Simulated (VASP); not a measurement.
# Ga (Fm-3m) in VASP: single point with PBEsol

Aim: the single point of Ga with PBEsol.

Everything below comes from runs of VASP 6.6.1. Logs are shortened: lines on timing, memory, paths and dates and some standing lists are left out, and cuts for length are marked.

### 1 The cell of the first run

It takes space group Fm-3m (No. 225, cubic). The conventional cell has a = 6.933 Å, b = 6.933 Å, c = 6.933 Å, α = 90.00°, β = 90.00°, γ = 90.00°. Ga (site symmetry -43m) has 10 Ga at 3.00 to 3.47 Å within 4.0 Å. Ga (site symmetry m-3m) has 8 Ga at 3.00 Å within 4.0 Å.

This isn't the form of Ga at room conditions, which is orthorhombic.

### 2 Single point, PBEsol

File INCAR:

```
SYSTEM = Ga
ALGO     = Normal         ! electronic algorithm
EDIFF    = 1E-6           ! SCF threshold, eV
ENCUT    = 500            ! plane-wave cutoff, eV
GGA      = PS             ! functional
GGA_COMPAT= .FALSE.      
ISIF     = 2              ! what is computed and relaxed
ISMEAR   = -1             ! smearing method
LASPH    = .TRUE.         ! aspherical terms in the spheres
LCHARG   = .TRUE.         ! write CHGCAR
LELF     = .TRUE.         ! ELF
LREAL    = .FALSE.        ! projectors in reciprocal space
LVHAR    = .TRUE.       
LWAVE    = .FALSE.        ! write WAVECAR
NBANDS   = 26             ! bands
NELM     = 120            ! most SCF steps
PREC     = Accurate       ! precision mode
SIGMA    = 0.05           ! smearing width, eV
```

File KPOINTS:

```
k-points
0
G
  6 6 6
  0 0 0
```

File POSCAR:

```
Ga
1.0
    0.0000000000      3.4666300000      3.4666300000
    3.4666300000      0.0000000000      3.4666300000
    3.4666300000      3.4666300000      0.0000000000
Ga
3
Direct
    0.2500000000      0.2500000000      0.2500000000
    0.7500000000      0.7500000000      0.7500000000
    0.5000000000      0.5000000000      0.5000000000
```

Potentials or basis: VASP PAW PBE potentials, release 64 (Ga_d).

The run is started by

```bash
> cat potpaw_PBE.64/Ga_d/POTCAR > POTCAR
> mpirun -np 1 vasp_std > vasp.out
```

OUTCAR:

```text
SYSTEM = Ga
   EDIFF = 1E-6
   ENCUT = 500
   GGA = PS
   ISIF = 2
   ISMEAR = -1
   LASPH = .TRUE.
   LREAL = .FALSE.
   NELM = 120
   PREC = Accurate

 ion  position               nearest neighbor table
   1  0.250  0.250  0.250-
   2  0.750  0.750  0.750-
   3  0.500  0.500  0.500-

  LATTYP: Found a face centered cubic cell.
 ALAT       =     6.9332600000

  Lattice vectors:

 A1 = (   0.0000000000,   3.4666300000,   3.4666300000)
 A2 = (   3.4666300000,   0.0000000000,   3.4666300000)
 A3 = (   3.4666300000,   3.4666300000,   0.0000000000)

Analysis of symmetry for initial positions (statically):
=====================================================================
 Subroutine PRICEL returns:
 Original cell was already a primitive cell.

 Routine SETGRP: Setting up the symmetry group for a
 face centered cubic supercell.

 Subroutine GETGRP returns: Found 48 space group operations
 (whereof 48 operations were pure point group operations)
 out of a pool of 48 trial point group operations.

The static configuration has the point symmetry O_h .

Analysis of symmetry for dynamics (positions and initial velocities):
=====================================================================
 Subroutine PRICEL returns:
 Original cell was already a primitive cell.

 Routine SETGRP: Setting up the symmetry group for a
 face centered cubic supercell.

 Subroutine GETGRP returns: Found 48 space group operations
 (whereof 48 operations were pure point group operations)
 out of a pool of 48 trial point group operations.

The dynamic configuration has the point symmetry O_h .

 Subroutine INISYM returns: Found 48 space group operations
 (whereof 48 operations are pure point group operations),
 and found     1 'primitive' translations

----------------------------------------------------------------------------------------

                                     Primitive cell

  volume of cell :      83.3206

  direct lattice vectors                    reciprocal lattice vectors
     0.000000000  3.466630000  3.466630000    -0.144232295  0.144232295  0.144232295
     3.466630000  0.000000000  3.466630000     0.144232295 -0.144232295  0.144232295
     3.466630000  3.466630000  0.000000000     0.144232295  0.144232295 -0.144232295

  length of vectors
     4.902555162  4.902555162  4.902555162     0.249817663  0.249817663  0.249817663

  position of ions in fractional coordinates (direct lattice)
     0.250000000  0.250000000  0.250000000
     0.750000000  0.750000000  0.750000000
     0.500000000  0.500000000  0.500000000

  ion indices of the primitive-cell ions
   primitive index   ion index
                 1           1
                 2           2
                 3           3

----------------------------------------------------------------------------------------

 KPOINTS: k-points

Automatic generation of k-mesh.
 Grid dimensions read from file:
 generate k-points for:    6    6    6

 Generating k-lattice:

  Cartesian coordinates                     Fractional coordinates (reciprocal lattice)
    -0.024038716  0.024038716  0.024038716     0.166666667  0.000000000  0.000000000
     0.024038716 -0.024038716  0.024038716     0.000000000  0.166666667  0.000000000
     0.024038716  0.024038716 -0.024038716     0.000000000  0.000000000  0.166666667

  Length of vectors
     0.041636277  0.041636277  0.041636277

  Shift w.r.t. Gamma in fractional coordinates (k-lattice)
     0.000000000  0.000000000  0.000000000

 Subroutine IBZKPT returns following result:
 ===========================================

 Found     16 irreducible k-points:

 Following reciprocal coordinates:
            Coordinates               Weight
  0.000000  0.000000  0.000000      1.000000
  0.166667  0.000000  0.000000      8.000000
  0.333333  0.000000  0.000000      8.000000
  0.500000  0.000000  0.000000      4.000000
  0.166667  0.166667  0.000000      6.000000
  0.333333  0.166667  0.000000     24.000000
[... 8 lines left out ...]
 -0.333333  0.333333  0.166667     24.000000
 -0.333333  0.500000  0.166667     12.000000
   k-points           NKPTS =     16   k-points in BZ     NKDIM =     16   number of bands    NBANDS=     26
   number of dos      NEDOS =    301   number of ions     NIONS =      3
   total plane-waves  NPLWV =  46656
   dimension x,y,z NGX =    36 NGY =   36 NGZ =   36
   dimension x,y,z NGXF=    72 NGYF=   72 NGZF=   72
   ions per type =               3
   NGX,Y,Z   is equivalent  to a cutoff of  12.21, 12.21, 12.21 a.u.
   NGXF,Y,Z  is equivalent  to a cutoff of  24.42, 24.42, 24.42 a.u.
 SYSTEM =  Ga
   PREC   = accura    normal or accurate (medium, high low for compatibility)
   ISTART =      0    job   : 0-new  1-cont  2-samecut
   ICHARG =      2    charge: 1-file 2-atom 10-const
   ISPIN  =      1    spin polarized calculation?
   LNONCOLLINEAR =      F non collinear calculations
   LSORBIT =      F    spin-orbit coupling
   LASPH  =      T    aspherical Exc in radial PAW
   ENCUT  =  500.0 eV  36.75 Ry    6.06 a.u.   8.94  8.94  8.94*2*pi/ulx,y,z
   NELM   =    120;   NELMIN=  2; NELMDL= -5     # of ELM steps
   EDIFF  = 0.1E-05   stopping-criterion for ELM
   LREAL  =      F    real-space projection
   EDIFFG = 0.1E-04   stopping-criterion for IOM
   NSW    =      0    number of steps for IOM
   IBRION =     -1    ionic relax: 0-MD 1-quasi-New 2-CG
   NFREE  =      0    steps in history (QN), initial steepest desc. (CG)
   ISIF   =      2    stress and relaxation
   ISYM   =      2    0-nonsym 1-usesym 2-fastsym
   POTIM  = 0.5000    time-step for ionic-motion
   TEBEG  =    0.0;   TEEND  =   0.0 temperature during run
   PSTRESS=    0.0 pullay stress
   NELECT =      39.0000    total number of electrons
   NUPDOWN=      -1.0000    fix difference up-down
   EMIN   =  10.00;   EMAX   =-10.00  energy-range for DOS
   EFERMI =   0.00;   METHOD = LEGACY
   ISMEAR =    -1;   SIGMA  =   0.05  broadening in eV -4-tet -1-fermi 0-gaus
   EFERMI_NEDOS =   21; number of points for ismear=-14 and -15
   IALGO  =     38    algorithm
   IMIX   =      4    mixing-type and parameters
     AMIX     =   0.40;   BMIX     =  1.00
     AMIX_MAG =   1.60;   BMIX_MAG =  1.00
  volume/ion in A,a.u.               =      27.77       187.43
  Fermi-wavevector in a.u.,A,eV,Ry     =   1.271098  2.402026 21.982783  1.615689
  Thomas-Fermi vector in A             =   2.404049
   LORBIT       =      0    0 simple, 1 ext, 2 COOP (PROOUT), +10 PAW based schemes
   GGA     = PS    functional components
   LHFCALC =     F    Hartree Fock is set to
   AEXX    =    0.0000 exact exchange contribution
   IVDW    =     0    specifies the selected vdW correction
   LEPSILON=     F    determine dielectric tensor
   LRPA    =     F    only Hartree local field effects (RPA)
 non-spin polarized calculation
  energy-cutoff  :      500.00
  volume of cell :       83.32
 maximum number of plane-waves:      2138
   NGX = 17   NGY = 17   NGZ = 17

 number of electron      38.9999999 magnetization

 Free energy of the ion-electron system (eV)
  ---------------------------------------------------
  ext. energy  EPLUGINS =         0.00000000
  ---------------------------------------------------
  free energy    TOTEN  =        -9.02312420 eV

  energy without entropy =       -9.00679003  energy(sigma->0) =       -9.01495711

 E-fermi :   2.1980     XC(G=0):  -9.1920

 val. band max:        2.1230301809   @ k =  -0.3333   0.1667   0.0000
 cond. band min:       2.2313196458   @ k =   0.3333   0.0000   0.0000
 fundamental gap:      0.1082894649
 Fermi energy:         2.1980306156

 k-point     1 :       0.0000    0.0000    0.0000
  band No.  band energies     occupation
      1     -12.4540      2.00000
      2     -12.4540      2.00000
      3     -12.4090      2.00000
      4     -12.4090      2.00000
      5     -12.4090      2.00000
      6     -12.4022      2.00000
[... 18 lines left out ...]
     25       7.3268      0.00000
     26       7.3268      0.00000

 k-point     2 :       0.1667    0.0000    0.0000
  band No.  band energies     occupation
      1     -12.4438      2.00000
      2     -12.4438      2.00000
      3     -12.4279      2.00000
      4     -12.4222      2.00000
      5     -12.4222      2.00000
      6     -12.3909      2.00000
[... 18 lines left out ...]
     25       6.9810      0.00000
     26       6.9848      0.00000

 k-point     3 :       0.3333    0.0000    0.0000
  band No.  band energies     occupation
      1     -12.4358      2.00000
      2     -12.4358      2.00000
      3     -12.4298      2.00000
      4     -12.4168      2.00000
      5     -12.4168      2.00000
      6     -12.3811      2.00000
[... 18 lines left out ...]
     25       7.7423      0.00000
     26       7.7423      0.00000

 k-point     4 :       0.5000    0.0000    0.0000
  band No.  band energies     occupation
      1     -12.4412      2.00000
      2     -12.4412      2.00000
      3     -12.4222      2.00000
      4     -12.3906      2.00000
      5     -12.3906      2.00000
      6     -12.3778      2.00000
[... 18 lines left out ...]
     25       8.9363      0.00000
     26       8.9381      0.00000
[... 264 lines left out ...]
      1     -12.4446      2.00000
      2     -12.4396      2.00000
      3     -12.4191      2.00000
      4     -12.4173      2.00000
      5     -12.4095      2.00000
      6     -12.3826      2.00000
[... 18 lines left out ...]
     25       8.0265      0.00000
     26       8.5138      0.00000

 k-point    15 :      -0.3333    0.3333    0.1667
  band No.  band energies     occupation
      1     -12.4425      2.00000
      2     -12.4374      2.00000
      3     -12.4292      2.00000
      4     -12.4041      2.00000
      5     -12.3998      2.00000
      6     -12.3915      2.00000
[... 18 lines left out ...]
     25       7.7296      0.00000
     26       9.5804      0.00000

 k-point    16 :      -0.3333    0.5000    0.1667
  band No.  band energies     occupation
      1     -12.4422      2.00000
      2     -12.4420      2.00000
      3     -12.4279      2.00000
      4     -12.4172      2.00000
      5     -12.4023      2.00000
      6     -12.3896      2.00000
[... 18 lines left out ...]
     25       8.9222      0.00000
     26       9.4304      0.00000

------------------------ aborting loop because EDIFF is reached ----------------------------------------

  FORCE on cell =-STRESS in cart. coord.  units (eV):
  Direction    XX          YY          ZZ          XY          YZ          ZX
  --------------------------------------------------------------------------------------
  -------------------------------------------------------------------------------------
  Total       -4.2397882     -4.2397882     -4.2397882     -0.0000000     -0.0000000      0.0000000
  in kB      -81.5271526    -81.5271526    -81.5271526     -0.0000000     -0.0000000      0.0000000
  external PRESSURE =     -81.5271526 kB  Pullay stress =       0.0000000 kB

 VOLUME and BASIS-vectors are now :
 -----------------------------------------------------------------------------
  energy-cutoff  :      500.00
  volume of cell :       83.32
      direct lattice vectors                 reciprocal lattice vectors
     0.000000000  3.466630000  3.466630000    -0.144232295  0.144232295  0.144232295
     3.466630000  0.000000000  3.466630000     0.144232295 -0.144232295  0.144232295
     3.466630000  3.466630000  0.000000000     0.144232295  0.144232295 -0.144232295

 POSITION                                       TOTAL-FORCE (eV/Angst)
 -----------------------------------------------------------------------------------
      1.73331      1.73331      1.73331         0.000000      0.000000      0.000000
      5.19994      5.19994      5.19994        -0.000000     -0.000000     -0.000000
      3.46663      3.46663      3.46663        -0.000000      0.000000     -0.000000
 -----------------------------------------------------------------------------------
    total drift:                                0.000000      0.000000      0.000000

  FREE ENERGIE OF THE ION-ELECTRON SYSTEM (eV)
  ---------------------------------------------------
  free  energy   TOTEN  =        -9.0231241951 eV

  energy  without entropy=       -9.0067900346  energy(sigma->0) =       -9.01495711
```

Run time: 19 s. Hardware: 1 thread of Intel Xeon 6975P-C (Granite Rapids), shared host; peak memory 0.19 GiB.

Results:

| Quantity | Value |
| --- | --- |
| Free energy | -9.0231 eV |
| Pressure | -8.2 GPa |
| Band gap on the k mesh | zero (an odd number of electrons rules out a gap without spin polarisation) |

Levels at points of the mesh, in eV from the Fermi level:
```tsv
k point	band 17	band 18	band 19	band 20	band 21	band 22	band 23	band 24
(0.00, 0.00, 0.00)	-2.12	-0.32	1.01	1.01	1.01	1.39	1.39	1.39
(0.50, 0.00, 0.00)	-5.90	-2.21	-0.09	-0.09	1.70	1.71	1.71	5.63
(0.50, 0.50, 0.00)	-5.76	-3.88	-1.69	-1.69	0.74	5.73	5.73	5.98
```

Caveat: the cell stands under tension; the PAW data sets were made with another functional, which shifts forces and pressure a little.
